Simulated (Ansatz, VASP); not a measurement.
**One calculation of LaAl2N3, two programs**

The input INCAR:

```
ALGO = Normal ; EDIFF = 1E-6
EDIFFG = -0.04 ; ENCUT = 600
GGA = PE ; IBRION = 2
ISIF = 3 ; ISMEAR = 0
LASPH = T ; LCHARG = F
LREAL = F ; LWAVE = F
NELM = 80 ; NSW = 90
PREC = Accurate ; SIGMA = 0.1
```

Contents of KPOINTS:

```
k-points
0
Gamma
  6 6 4
```

File POSCAR:

```
LaAl2N3
1.0
    3.7273616068      0.0000000000      0.0000000000
    0.0000000000      3.7273616068      0.0000000000
    0.0000000000      0.0000000000      7.2243760530
La Al N
1 2 3
Direct
    0.5000000000      0.5000000000      0.3276835369
    0.5000000000      0.5000000000      0.7368029610
    0.0000000000      0.0000000000      0.6062764140
    0.5000000000      0.0000000000      0.6790549204
    0.0000000000      0.5000000000      0.6790549204
    0.0000000000      0.0000000000      0.3297826372
```

Input for Ansatz:

```yaml
crystal:
  lattice:
    - [3.7273616068, 0.0, 0.0]
    - [0.0, 3.7273616068, 0.0]
    - [0.0, 0.0, 7.224376053]
  atoms:
    - { symbol: La, position: [0.5, 0.5, 0.3276835369] }
    - { symbol: Al, position: [0.5, 0.5, 0.736802961] }
    - { symbol: Al, position: [0.0, 0.0, 0.606276414] }
    - { symbol: "N", position: [0.5, 0.0, 0.6790549204] }
    - { symbol: "N", position: [0.0, 0.5, 0.6790549204] }
    - { symbol: "N", position: [0.0, 0.0, 0.3297826372] }
basis:
  ecutwfc: 420
kpoints:
  mp_grid: { grid: [6, 6, 4] }
hamiltonian:
  xc: pbe
scf:
  occupations: { method: gaussian, width: 0.1 }
  lower_state_search: "off"
output:
  forces: true
  stress: true
  eigenvalues: true
relax:
  adjacent_minimum: "off"
  f_tol: 0.04
  max_steps: 70
  cell: { stress_tol: 0.4 }
```

Alike in both runs: task relaxation of cell and atoms; functional PBE; k mesh 6 × 6 × 4; occupations gaussian, width 0.1 eV; no spin polarisation.

|  | VASP | Ansatz |
| --- | --- | --- |
| version | VASP 6.6.1 | Ansatz 0.2.0 |
| potentials or method | VASP PAW PBE potentials, release 64 (La, Al, N), cutoff 600 eV | scalar-relativistic, plane waves, PAW |
| valence electrons in the cell | 32 | 32 |

|  | VASP | Ansatz | Ansatz less VASP |
| --- | --- | --- | --- |
| gap on the k mesh at the Fermi level, each at its own relaxed structure (eV) | none | none | - |
| relaxed volume (Å³/atom) | 16.70 | 17.15 | +0.442 |
| relaxed cell length with the largest relative difference (Å) | 7.224 | 7.402 | +0.1788 |

A gap of «none» marks a metal or a gap that the smearing closes.

Neither program's run includes spin-orbit coupling.
